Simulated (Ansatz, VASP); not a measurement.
## Two plane-wave programs on Ag

Contents of INCAR:

```
PREC = Accurate
ENCUT = 520
EDIFF = 1E-6
ISMEAR = 0
SIGMA = 0.15
LREAL = False
LASPH = True
NELM = 80
ALGO = Fast
ISIF = 2
LWAVE = False
LCHARG = False
GGA = PS
NBANDS = 12
```

Contents of KPOINTS:

```
Automatic mesh
0
Gamma
  20 20 20
```

POSCAR

```
Ag
1.0
    0.0000000000      2.0431000000      2.2218712500
    2.0431000000      0.0000000000      2.2218712500
    2.0431000000      2.0431000000      0.0000000000
Ag
1
Direct
    0.0000000000      0.0000000000      0.0000000000
```

Input for Ansatz:

```yaml
crystal:
  lattice:
    - [0.0, 2.0431, 2.22187125]
    - [2.0431, 0.0, 2.22187125]
    - [2.0431, 2.0431, 0.0]
  atoms:
    - { symbol: Ag, position: [0.0, 0.0, 0.0] }
basis:
  ecutwfc: 420
kpoints:
  mp_grid: { grid: [20, 20, 20] }
hamiltonian:
  xc: pbesol
scf:
  occupations: { method: gaussian, width: 0.15 }
output:
  forces: true
  stress: true
  eigenvalues: true
```

Change from the starting cell: strain +0.0875 x Voigt [0, 0, 1, 0, 0, 0], atoms carried along.

Alike in both runs: task single point; functional PBEsol; k mesh 20 × 20 × 20; occupations gaussian, width 0.15 eV; no spin polarisation.

|  | VASP | Ansatz |
| --- | --- | --- |
| version | VASP 6.6.1 | Ansatz 0.2.0 |
| potentials or method | VASP PAW PBE potentials, release 64 (Ag), cutoff 520 eV | scalar-relativistic, plane waves, PAW |
| valence electrons in the cell | 11 | 19 |

```csv
,VASP,Ansatz,Ansatz less VASP
gap on the k mesh at the Fermi level (eV),none,none,-
pressure (GPa),-9.2,-9.2,+0.04
"traceless stress, the component that is largest in VASP (GPa)",-2.05,-2.06,-0.012
```

VASP's potentials were made for PBE, not for PBEsol. A gap of «none» marks a metal or a gap that the smearing closes. With one functional, cell and mesh, what is left measures potentials, basis and numerics. VASP's potentials hold 11 valence electrons a cell and Ansatz's 19, so a difference there can come from the potentials and not from the codes.
